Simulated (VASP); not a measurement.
# Sb (P-1) in VASP: single point with PBEsol

Aim: the single point of Sb with PBEsol.

Everything below comes from runs of VASP 6.6.1. Logs are shortened: lines on timing, memory, paths and dates and some standing lists are left out, and cuts for length are marked.

### Step 1. The cell of the first run

The typed cell holds 2 atoms: a = 3.369 Å, b = 3.340 Å, c = 5.331 Å, α = 89.57°, β = 88.85°, γ = 119.13°.

### Step 2. Single point, PBEsol (equal xy, yz and zx shear strains of +2 %)

File INCAR:

```
SYSTEM = Sb
PREC     = Accurate       ! precision mode
ENCUT    = 520            ! plane-wave cutoff, eV
EDIFF    = 1E-7           ! SCF threshold, eV
ISMEAR   = -1             ! smearing method
SIGMA    = 0.05           ! smearing width, eV
LREAL    = .False.        ! projectors in reciprocal space
LASPH    = .True.         ! aspherical terms in the spheres
NELM     = 80             ! most SCF steps
ALGO     = Normal         ! electronic algorithm
ISIF     = 2              ! what is computed and relaxed
LWAVE    = .False.        ! write WAVECAR
LCHARG   = .False.        ! write CHGCAR
GGA      = PS             ! functional
NBANDS   = 12             ! bands
```

File KPOINTS:

```
Automatic mesh
0
Gamma
  12 12 7
  0 0 0
```

File POSCAR:

```
Sb
1.0
    3.3690001795      0.0336900018      0.0336900018
   -1.6553236924      2.9007947399      0.0123313965
    0.0533000000      0.0533000000      5.3300000000
Sb
2
Direct
    0.3333333333      0.6666666667      0.2500000000
    0.6666666667      0.3333333333      0.7500000000
```

Potentials or basis: VASP PAW PBE potentials, release 64 (Sb).

Command:

```sh
$ cat potpaw_PBE.64/Sb/POTCAR > POTCAR
$ mpirun -np 1 vasp_std > vasp.out
```

OUTCAR:

```text
SYSTEM = Sb
   PREC = Accurate
   ENCUT = 520
   EDIFF = 1E-7
   ISMEAR = -1
   LREAL = .False.
   LASPH = .True.
   NELM = 80
   ISIF = 2
   GGA = PS

 ion  position               nearest neighbor table
   1  0.333  0.667  0.250-   2 3.27   2 3.27   2 3.28   2 3.30   2 3.33   2 3.35
   2  0.667  0.333  0.750-   1 3.27   1 3.27   1 3.28   1 3.30   1 3.33   1 3.35

  LATTYP: Found a triclinic cell.
 ALAT       =     3.3985299426
 B/A-ratio  =     2.3022959729
 C/A-ratio  =     0.9914101448
 COS(alpha) =     0.0012978725
 COS(beta)  =     0.5129592076
 COS(gamma) =     0.6292672791

  Lattice vectors:

 A1 = (  -1.7136764871,  -2.9344847417,  -0.0460213983)
 A2 = (  -0.0050527947,  -5.7819794816,   5.2716472052)
 A3 = (  -3.3690001795,  -0.0336900018,  -0.0336900018)

Analysis of symmetry for initial positions (statically):
=====================================================================
 Subroutine PRICEL returns:
 Original cell was already a primitive cell.

 Routine SETGRP: Setting up the symmetry group for a
 triclinic supercell.

 Subroutine GETGRP returns: Found  2 space group operations
 (whereof  2 operations were pure point group operations)
 out of a pool of  2 trial point group operations.

The static configuration has the point symmetry S_2 .

Analysis of symmetry for dynamics (positions and initial velocities):
=====================================================================
 Subroutine PRICEL returns:
 Original cell was already a primitive cell.

 Routine SETGRP: Setting up the symmetry group for a
 triclinic supercell.

 Subroutine GETGRP returns: Found  2 space group operations
 (whereof  2 operations were pure point group operations)
 out of a pool of  2 trial point group operations.

The dynamic configuration has the point symmetry S_2 .

 Subroutine INISYM returns: Found  2 space group operations
 (whereof  2 operations are pure point group operations),
 and found     1 'primitive' translations

----------------------------------------------------------------------------------------

                                     Primitive cell

  volume of cell :      52.3758

  direct lattice vectors                    reciprocal lattice vectors
     3.369000179  0.033690002  0.033690002     0.295185674  0.168465906 -0.004636516
    -1.655323692  2.900794740  0.012331396    -0.003394165  0.342810678 -0.003394165
     0.053300000  0.053300000  5.330000000    -0.001857965 -0.001857965  0.187654420

  length of vectors
[... 91 lines left out ...]
   TEBEG  =    0.0;   TEEND  =   0.0 temperature during run
   PSTRESS=    0.0 pullay stress
   NELECT =      10.0000    total number of electrons
   NUPDOWN=      -1.0000    fix difference up-down
   EMIN   =  10.00;   EMAX   =-10.00  energy-range for DOS
   EFERMI =   0.00;   METHOD = LEGACY
   ISMEAR =    -1;   SIGMA  =   0.05  broadening in eV -4-tet -1-fermi 0-gaus
   EFERMI_NEDOS =   21; number of points for ismear=-14 and -15
   IALGO  =     38    algorithm
   IMIX   =      4    mixing-type and parameters
     AMIX     =   0.40;   BMIX     =  1.00
     AMIX_MAG =   1.60;   BMIX_MAG =  1.00
  volume/ion in A,a.u.               =      26.19       176.72
  Fermi-wavevector in a.u.,A,eV,Ry     =   0.942681  1.781408 12.090778  0.888647
  Thomas-Fermi vector in A             =   2.070314
   LORBIT       =      0    0 simple, 1 ext, 2 COOP (PROOUT), +10 PAW based schemes
   GGA     = PS    functional components
   LHFCALC =     F    Hartree Fock is set to
   AEXX    =    0.0000 exact exchange contribution
   IVDW    =     0    specifies the selected vdW correction
   LEPSILON=     F    determine dielectric tensor
   LRPA    =     F    only Hartree local field effects (RPA)
 non-spin polarized calculation
  energy-cutoff  :      520.00
  volume of cell :       52.38
 maximum number of plane-waves:      1429
 NGX is ok and might be reduce to    28
   NGX = 13   NGY = 13   NGZ = 19

 number of electron      10.0000000 magnetization

 Free energy of the ion-electron system (eV)
  ---------------------------------------------------
  ext. energy  EPLUGINS =         0.00000000
  ---------------------------------------------------
  free energy    TOTEN  =        -8.68099143 eV

  energy without entropy =       -8.67007164  energy(sigma->0) =       -8.67553153

 E-fermi :   8.7746     XC(G=0): -10.4520

 val. band max:        8.7701320162   @ k =   0.3333  -0.2500   0.4286
 cond. band min:       8.7850522694   @ k =   0.2500   0.0000   0.4286
 fundamental gap:      0.0149202532
 Fermi energy:         8.7745997220

 k-point     1 :       0.0000    0.0000    0.0000
  band No.  band energies     occupation
      1      -4.4208      2.00000
      2      -0.1847      2.00000
      3       2.7914      2.00000
      4      11.9615      0.00000
      5      12.2014      0.00000
      6      13.7269      0.00000
      7      14.0065      0.00000
      8      14.8187      0.00000
      9      16.1818      0.00000
     10      17.5842      0.00000
     11      18.4614      0.00000
     12      18.8535      0.00000
[... 331 lines left out ...]
 k-point    24 :       0.3333    0.1667    0.0000
  band No.  band energies     occupation
      1      -1.2776      2.00000
      2       1.1291      2.00000
      3       4.5926      2.00000
      4       6.0005      2.00000
      5       6.3390      2.00000
      6       7.6425      2.00000
      7       9.3845      0.00001
      8      10.4879      0.00000
      9      13.9342      0.00000
     10      16.3895      0.00000
     11      20.3340      0.00000
     12      20.4054      0.00000

 [... further k-points ...]

------------------------ aborting loop because EDIFF is reached ----------------------------------------

  FORCE on cell =-STRESS in cart. coord.  units (eV):
  Direction    XX          YY          ZZ          XY          YZ          ZX
  --------------------------------------------------------------------------------------
  -------------------------------------------------------------------------------------
  Total        0.0551934      0.0808043     -0.2854005      0.0747353     -0.0493497     -0.0478811
  in kB        1.6883695      2.4718066     -8.7304145      2.2861555     -1.5096097     -1.4646855
  external PRESSURE =      -1.5234128 kB  Pullay stress =       0.0000000 kB

 VOLUME and BASIS-vectors are now :
 -----------------------------------------------------------------------------
  energy-cutoff  :      520.00
  volume of cell :       52.38
      direct lattice vectors                 reciprocal lattice vectors
     3.369000179  0.033690002  0.033690002     0.295185674  0.168465906 -0.004636516
    -1.655323692  2.900794740  0.012331396    -0.003394165  0.342810678 -0.003394165
     0.053300000  0.053300000  5.330000000    -0.001857965 -0.001857965  0.187654420

 POSITION                                       TOTAL-FORCE (eV/Angst)
 -----------------------------------------------------------------------------------
      0.03278      1.95842      1.35195        -0.025427     -0.003178     -0.004849
      1.73420      1.02937      4.02407         0.025427      0.003178      0.004849
 -----------------------------------------------------------------------------------
    total drift:                                0.000000     -0.000000     -0.000000

  FREE ENERGIE OF THE ION-ELECTRON SYSTEM (eV)
  ---------------------------------------------------
  free  energy   TOTEN  =        -8.6809914262 eV

  energy  without entropy=       -8.6700716403  energy(sigma->0) =       -8.67553153
```

OSZICAR:

```text
N       E                     dE             d eps       ncg     rms          rms(c)
DAV:   1     0.326494175985E+02    0.32649E+02   -0.35935E+03 12144   0.663E+02
DAV:   2    -0.696454921501E+01   -0.39614E+02   -0.38367E+02 16068   0.109E+02
DAV:   3    -0.868113261674E+01   -0.17166E+01   -0.16929E+01 15056   0.250E+01
DAV:   4    -0.869447004347E+01   -0.13337E-01   -0.13332E-01 13720   0.264E+00
DAV:   5    -0.869461017236E+01   -0.14013E-03   -0.14013E-03 14660   0.299E-01    0.245E+00
DAV:   6    -0.868581447337E+01    0.87957E-02   -0.36122E-03 13456   0.286E-01    0.140E+00
DAV:   7    -0.868100220287E+01    0.48123E-02   -0.69292E-03 12628   0.396E-01    0.373E-02
DAV:   8    -0.868099229119E+01    0.99117E-05   -0.87703E-05 14960   0.679E-02    0.147E-02
DAV:   9    -0.868099237730E+01   -0.86104E-07   -0.16266E-06 13584   0.978E-03    0.354E-03
DAV:  10    -0.868099178344E+01    0.59385E-06   -0.26448E-07 14028   0.279E-03    0.290E-03
DAV:  11    -0.868099144732E+01    0.33613E-06   -0.71334E-09  8160   0.608E-04    0.393E-04
DAV:  12    -0.868099142618E+01    0.21139E-07   -0.10918E-09  6824   0.237E-04
   1 F= -.86809914E+01 E0= -.86755315E+01  d E =-.109198E-01
```

stdout:

```text
POSCAR found type information on POSCAR Sb
 POSCAR found :  1 types and       2 ions
 scaLAPACK will be used
 -----------------------------------------------------------------------------
|                                                                             |
|                                                                             |
|     You enforced a specific xc type in the INCAR file but a different       |
|     I HOPE YOU KNOW WHAT YOU ARE DOING!                                     |
|                                                                             |
 -----------------------------------------------------------------------------

 LDA part: xc-table for (Slater+PW92), standard interpolation
 POSCAR, INCAR and KPOINTS ok, starting setup
 FFT: planning ... GRIDC
 FFT: planning ... GRID_SOFT
 FFT: planning ... GRID
 WAVECAR not read
 entering main loop
```

It took 5.9 min on 1 thread of Intel Xeon 8259CL, shared host; peak memory 0.39 GiB.

Results:

| Quantity | Value |
| --- | --- |
| Free energy | -8.6810 eV |
| Pressure | -0.2 GPa |
| Largest force | 0.026 eV/Å |
| Band gap on the k mesh | zero (bands 5 and 6 overlap by 6.81 eV) |

Forces on the atoms (eV/Å):
```
Sb  -0.025 -0.003 -0.005
Sb   0.025  0.003  0.005
```

Levels at points of the mesh, in eV from the Fermi level:
```csv
k point,band 3,band 4,band 5,band 6,band 7,band 8
"(0.00, 0.00, 0.00)",-5.98,3.19,3.43,4.95,5.23,6.04
"(0.50, 0.00, 0.00)",-4.30,-3.02,-2.43,-0.23,0.30,3.98
"(0.00, 0.50, 0.00)",-4.27,-2.97,-2.38,-0.22,0.11,3.75
"(0.50, 0.50, 0.00)",-4.24,-2.91,-2.33,-0.20,-0.10,3.53
```

Caveat: the cell differs from its parent crystal (equal xy, yz and zx shear strains of +2 %); the PAW data sets were made with another functional, which shifts forces and pressure a little; spin-orbit coupling is left out, which moves the levels of the heavy elements.
